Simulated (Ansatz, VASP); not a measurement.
# Al: VASP beside Ansatz

```
Al
1.0
     2.69010    0.00000    0.00000
    -1.34505    2.32969    0.00000
     0.00000    0.00000    5.00940
Al
2
Direct
  0.66667 0.33333 0.75000
  0.33333 0.66667 0.25000
```

Alike in both runs: task single point; functional PBEsol; k mesh 18 × 18 × 10; occupations gaussian, width 0.15 eV; no spin polarisation.

|  | VASP | Ansatz |
| --- | --- | --- |
| version | VASP 6.6.1 | Ansatz 0.2.0 |
| potentials or method | VASP PAW PBE potentials, release 64 (Al), cutoff 520 eV | scalar-relativistic, plane waves, PAW |
| valence electrons in the cell | 6 | 6 |

```tsv
	VASP	Ansatz	Ansatz less VASP
gap on the k mesh at the Fermi level (eV)	none	none	-
pressure (GPa)	5.4	5.3	-0.11
traceless stress, the component that is largest in VASP (GPa)	-7.74	-7.67	+0.070
```

VASP's potentials were made for PBE, not for PBEsol, and Ansatz warns of the same on its side. A gap of «none» marks a metal or a gap that the smearing closes.
